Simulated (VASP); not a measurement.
# PC in VASP: notebook, part 2 of 2

VASP 6.6.1. The steps go on from the part before.

### 3 Single point, PBE

This run uses another cell than the first one, of 9.00 Å³/atom, 0.996 times its volume.

Input file INCAR:

```
ALGO = Normal
EDIFF = 1E-6
ENCUT = 600
GGA = PE
GGA_COMPAT = False
ISIF = 2
ISMEAR = 0
LASPH = True
LCHARG = False
LREAL = False
LWAVE = False
NBANDS = 12
NELM = 120
PREC = Accurate
SIGMA = 0.2
```

Input file KPOINTS:

```
k-points
0
Gamma
  6 6 6
```

Input file POSCAR:

```
PC
1.0
    0.0000000000      2.0797762495      2.0810428264
    2.0805124989      0.0000000000      2.0810428264
    2.0805124989      2.0797762495      0.0000000000
P C
1 1
Direct
    0.5000000000      0.5000000000      0.5000000000
    0.0000000000      0.0000000000      0.0000000000
```

Potentials or basis: VASP PAW PBE potentials, release 64 (P, C).

Run with:

```bash
$ cat potpaw_PBE.64/P/POTCAR potpaw_PBE.64/C/POTCAR > POTCAR
$ mpirun -np 1 vasp_std > vasp.out
```

OUTCAR:

```text
EDIFF = 1E-6
   ENCUT = 600
   GGA = PE
   ISIF = 2
   ISMEAR = 0
   LASPH = True
   LREAL = False
   NELM = 120
   PREC = Accurate

 ion  position               nearest neighbor table
   1  0.500  0.500  0.500-   2 2.08   2 2.08   2 2.08   2 2.08   2 2.08   2 2.08
   2  0.000  0.000  0.000-   1 2.08   1 2.08   1 2.08   1 2.08   1 2.08   1 2.08

  LATTYP: Found a face centered orthorhombic cell.
 ALAT       =     4.1595524990
 B/A-ratio  =     1.0003540041
 C/A-ratio  =     1.0006089967

  Lattice vectors:

 A1 = (   2.0805124989,   0.0000000000,  -2.0810428264)
 A2 = (   0.0000000000,   2.0797762495,  -2.0810428264)
 A3 = (   2.0805124989,   2.0797762495,   0.0000000000)

Analysis of symmetry for initial positions (statically):
=====================================================================
 Subroutine PRICEL returns:
 Original cell was already a primitive cell.

 Routine SETGRP: Setting up the symmetry group for a
 face centered orthorhombic supercell.

 Subroutine GETGRP returns: Found  8 space group operations
 (whereof  8 operations were pure point group operations)
 out of a pool of  8 trial point group operations.

The static configuration has the point symmetry D_2h.

Analysis of symmetry for dynamics (positions and initial velocities):
=====================================================================
 Subroutine PRICEL returns:
 Original cell was already a primitive cell.

 Routine SETGRP: Setting up the symmetry group for a
 face centered orthorhombic supercell.

 Subroutine GETGRP returns: Found  8 space group operations
 (whereof  8 operations were pure point group operations)
 out of a pool of  8 trial point group operations.

The dynamic configuration has the point symmetry D_2h.

 Subroutine INISYM returns: Found  8 space group operations
 (whereof  8 operations are pure point group operations),
 and found     1 'primitive' translations

----------------------------------------------------------------------------------------

                                     Primitive cell

  volume of cell :      18.0093

  direct lattice vectors                    reciprocal lattice vectors
     0.000000000  2.079776250  2.081042826    -0.240325401  0.240410477  0.240264157
     2.080512499  0.000000000  2.081042826     0.240325401 -0.240410477  0.240264157
     2.080512499  2.079776250  0.000000000     0.240325401  0.240410477 -0.240264157

  length of vectors
     2.942143520  2.942664015  2.941768432     0.416269577  0.416269577  0.416269577

  position of ions in fractional coordinates (direct lattice)
     0.500000000  0.500000000  0.500000000
     0.000000000  0.000000000  0.000000000

  ion indices of the primitive-cell ions
   primitive index   ion index
                 1           1
                 2           2

----------------------------------------------------------------------------------------

 KPOINTS: k-points

Automatic generation of k-mesh.
 Grid dimensions read from file:
 generate k-points for:    6    6    6

 Generating k-lattice:

  Cartesian coordinates                     Fractional coordinates (reciprocal lattice)
    -0.040054233  0.040068413  0.040044026     0.166666667  0.000000000  0.000000000
     0.040054233 -0.040068413  0.040044026     0.000000000  0.166666667  0.000000000
     0.040054233  0.040068413 -0.040044026    -0.000000000 -0.000000000  0.166666667

  Length of vectors
     0.069378263  0.069378263  0.069378263

  Shift w.r.t. Gamma in fractional coordinates (k-lattice)
     0.000000000  0.000000000  0.000000000

 Subroutine IBZKPT returns following result:
 ===========================================

 Found     46 irreducible k-points:

 Following reciprocal coordinates:
            Coordinates               Weight
  0.000000  0.000000  0.000000      1.000000
  0.166667  0.000000  0.000000      8.000000
  0.333333  0.000000  0.000000      8.000000
  0.500000  0.000000  0.000000      4.000000
  0.166667  0.166667  0.000000      2.000000
  0.333333  0.166667  0.000000      8.000000
[... 16 lines left out ...]
 -0.166667  0.166667  0.166667      8.000000
  0.500000  0.333333  0.166667      4.000000
 [... further k-points ...]
   k-points           NKPTS =     46   k-points in BZ     NKDIM =     46   number of bands    NBANDS=     12
   number of dos      NEDOS =    301   number of ions     NIONS =      2
   total plane-waves  NPLWV =  13824
   dimension x,y,z NGX =    24 NGY =   24 NGZ =   24
   dimension x,y,z NGXF=    48 NGYF=   48 NGZF=   48
   ions per type =               1   1
   NGX,Y,Z   is equivalent  to a cutoff of  13.56, 13.56, 13.56 a.u.
   NGXF,Y,Z  is equivalent  to a cutoff of  27.12, 27.12, 27.13 a.u.
 SYSTEM =  unknown system
   PREC   = accura    normal or accurate (medium, high low for compatibility)
   ISTART =      0    job   : 0-new  1-cont  2-samecut
   ICHARG =      2    charge: 1-file 2-atom 10-const
   ISPIN  =      1    spin polarized calculation?
   LNONCOLLINEAR =      F non collinear calculations
   LSORBIT =      F    spin-orbit coupling
   LASPH  =      T    aspherical Exc in radial PAW
   ENCUT  =  600.0 eV  44.10 Ry    6.64 a.u.   5.88  5.88  5.88*2*pi/ulx,y,z
   NELM   =    120;   NELMIN=  2; NELMDL= -5     # of ELM steps
   EDIFF  = 0.1E-05   stopping-criterion for ELM
   LREAL  =      F    real-space projection
   EDIFFG = 0.1E-04   stopping-criterion for IOM
   NSW    =      0    number of steps for IOM
   IBRION =     -1    ionic relax: 0-MD 1-quasi-New 2-CG
   NFREE  =      0    steps in history (QN), initial steepest desc. (CG)
   ISIF   =      2    stress and relaxation
   ISYM   =      2    0-nonsym 1-usesym 2-fastsym
   POTIM  = 0.5000    time-step for ionic-motion
   TEBEG  =    0.0;   TEEND  =   0.0 temperature during run
   PSTRESS=    0.0 pullay stress
   NELECT =       9.0000    total number of electrons
   NUPDOWN=      -1.0000    fix difference up-down
   EMIN   =  10.00;   EMAX   =-10.00  energy-range for DOS
   EFERMI =   0.00;   METHOD = LEGACY
   ISMEAR =     0;   SIGMA  =   0.20  broadening in eV -4-tet -1-fermi 0-gaus
   EFERMI_NEDOS =   21; number of points for ismear=-14 and -15
   IALGO  =     38    algorithm
   IMIX   =      4    mixing-type and parameters
     AMIX     =   0.40;   BMIX     =  1.00
     AMIX_MAG =   1.60;   BMIX_MAG =  1.00
  volume/ion in A,a.u.               =       9.00        60.77
  Fermi-wavevector in a.u.,A,eV,Ry     =   1.299141  2.455021 22.963475  1.687768
  Thomas-Fermi vector in A             =   2.430424
   LORBIT       =      0    0 simple, 1 ext, 2 COOP (PROOUT), +10 PAW based schemes
   GGA     = PE    functional components
   LHFCALC =     F    Hartree Fock is set to
   AEXX    =    0.0000 exact exchange contribution
   IVDW    =     0    specifies the selected vdW correction
   LEPSILON=     F    determine dielectric tensor
   LRPA    =     F    only Hartree local field effects (RPA)
 non-spin polarized calculation
 Gauss-broadening in eV      SIGMA  =   0.20
  energy-cutoff  :      600.00
  volume of cell :       18.01
 maximum number of plane-waves:       620
   NGX = 11   NGY = 11   NGZ = 11

 number of electron       8.9999999 magnetization

 Free energy of the ion-electron system (eV)
  ---------------------------------------------------
  ext. energy  EPLUGINS =         0.00000000
  ---------------------------------------------------
  free energy    TOTEN  =       -12.19983479 eV

  energy without entropy =      -12.19309492  energy(sigma->0) =      -12.19646486

 E-fermi :  11.5369     XC(G=0): -12.6047

 val. band max:       11.1515024360   @ k =   0.5000  -0.3333   0.1667
 cond. band min:      11.6932074618   @ k =   0.3333  -0.1667   0.1667
 fundamental gap:      0.5417050258
 Fermi energy:        11.5368537455

 k-point     1 :       0.0000    0.0000    0.0000
  band No.  band energies     occupation
      1      -7.7543      2.00000
      2       9.9875      2.00000
      3       9.9953      2.00000
      4      10.0009      2.00000
      5      14.2067      0.00000
      6      19.4514      0.00000
      7      19.4642      0.00000
      8      19.4820      0.00000
      9      19.6234      0.00000
     10      19.6272      0.00000
     11      19.6326      0.00000
     12      23.9586      0.00000
[... 331 lines left out ...]
 k-point    24 :       0.5000    0.3333    0.1667
  band No.  band energies     occupation
      1      -3.5548      2.00000
      2       2.7684      2.00000
      3       4.8289      2.00000
      4       6.5369      2.00000
      5      11.7025      0.24137
      6      16.1558      0.00000
      7      18.1521      0.00000
      8      20.3378      0.00000
      9      21.7914      0.00000
     10      26.8190      0.00000
     11      27.8411      0.00000
     12      30.1680      0.00000

 [... further k-points ...]
[... 5 lines left out ...]
  --------------------------------------------------------------------------------------
  -------------------------------------------------------------------------------------
  Total       -0.0626336     -0.0478403     -0.0734475      0.0000000      0.0000000      0.0000000
  in kB       -5.5721149     -4.2560454     -6.5341622      0.0000000      0.0000000      0.0000000
  external PRESSURE =      -5.4541075 kB  Pullay stress =       0.0000000 kB

 VOLUME and BASIS-vectors are now :
 -----------------------------------------------------------------------------
  energy-cutoff  :      600.00
  volume of cell :       18.01
      direct lattice vectors                 reciprocal lattice vectors
     0.000000000  2.079776250  2.081042826    -0.240325401  0.240410477  0.240264157
     2.080512499  0.000000000  2.081042826     0.240325401 -0.240410477  0.240264157
     2.080512499  2.079776250  0.000000000     0.240325401  0.240410477 -0.240264157

 POSITION                                       TOTAL-FORCE (eV/Angst)
 -----------------------------------------------------------------------------------
      2.08051      2.07978      2.08104         0.000000      0.000000     -0.000000
      0.00000      0.00000      0.00000         0.000000      0.000000      0.000000
 -----------------------------------------------------------------------------------
    total drift:                                0.000000     -0.000000     -0.000000

  FREE ENERGIE OF THE ION-ELECTRON SYSTEM (eV)
  ---------------------------------------------------
  free  energy   TOTEN  =       -12.1998347920 eV

  energy  without entropy=      -12.1930949242  energy(sigma->0) =      -12.19646486
```

OSZICAR:

```text
N       E                     dE             d eps       ncg     rms          rms(c)
DAV:   1     0.133123296666E+02    0.13312E+02   -0.47621E+03  1104   0.746E+02
DAV:   2    -0.119992289926E+02   -0.25312E+02   -0.23915E+02  1400   0.121E+02
DAV:   3    -0.128322823202E+02   -0.83305E+00   -0.82802E+00  1416   0.181E+01
DAV:   4    -0.128348719967E+02   -0.25897E-02   -0.25894E-02  1208   0.121E+00
DAV:   5    -0.128348798066E+02   -0.78099E-05   -0.78115E-05  1420   0.638E-02    0.859E+00
DAV:   6    -0.121880626866E+02    0.64682E+00   -0.28787E+00  1132   0.718E+00    0.425E+00
DAV:   7    -0.121977664611E+02   -0.97038E-02   -0.12039E-01  1288   0.219E+00    0.228E+00
DAV:   8    -0.121999250885E+02   -0.21586E-02   -0.56277E-03  1216   0.480E-01    0.112E-01
DAV:   9    -0.121998023600E+02    0.12273E-03   -0.10544E-03  1280   0.160E-01    0.613E-02
DAV:  10    -0.121998359062E+02   -0.33546E-04   -0.81104E-05  1300   0.666E-02    0.917E-03
DAV:  11    -0.121998348074E+02    0.10989E-05   -0.77379E-06  1256   0.122E-02    0.264E-03
DAV:  12    -0.121998347920E+02    0.15338E-07   -0.32154E-07   648   0.427E-03
   1 F= -.12199835E+02 E0= -.12196465E+02  d E =-.673987E-02
```

It took 3.5 s on 1 thread of Intel Xeon 6975P-C (Granite Rapids), shared host; peak memory 0.13 GiB.

Results:

* Free energy: -12.1998 eV
* Pressure: -0.5 GPa

Stress tensor (GPa, compression positive):
```
-0.56  0.00  0.00
 0.00 -0.43  0.00
 0.00  0.00 -0.65
```

Levels at points of the mesh, in eV from the Fermi level:
| k point | band 1 | band 2 | band 3 | band 4 | band 5 | band 6 | band 7 | band 8 | band 9 | band 10 |
| --- | --- | --- | --- | --- | --- | --- | --- | --- | --- | --- |
| (0.00, 0.00, 0.00) | -19.29 | -1.55 | -1.54 | -1.54 | 2.67 | 7.91 | 7.93 | 7.95 | 8.09 | 8.09 |
| (0.50, 0.00, 0.00) | -13.78 | -13.48 | -1.60 | -1.59 | 1.44 | 1.45 | 3.85 | 4.84 | 13.13 | 15.93 |
| (0.50, 0.50, 0.00) | -12.75 | -10.45 | -5.61 | -5.60 | -5.44 | 2.37 | 10.55 | 10.57 | 12.08 | 16.67 |
| (0.50, 0.00, 0.50) | -12.73 | -10.45 | -5.61 | -5.60 | -5.45 | 2.36 | 10.55 | 10.56 | 12.10 | 16.67 |
| (0.00, 0.50, 0.50) | -12.74 | -10.45 | -5.61 | -5.60 | -5.45 | 2.36 | 10.54 | 10.57 | 12.09 | 16.67 |

Caveat: the k points lie up to 0.44 Å⁻¹ apart.
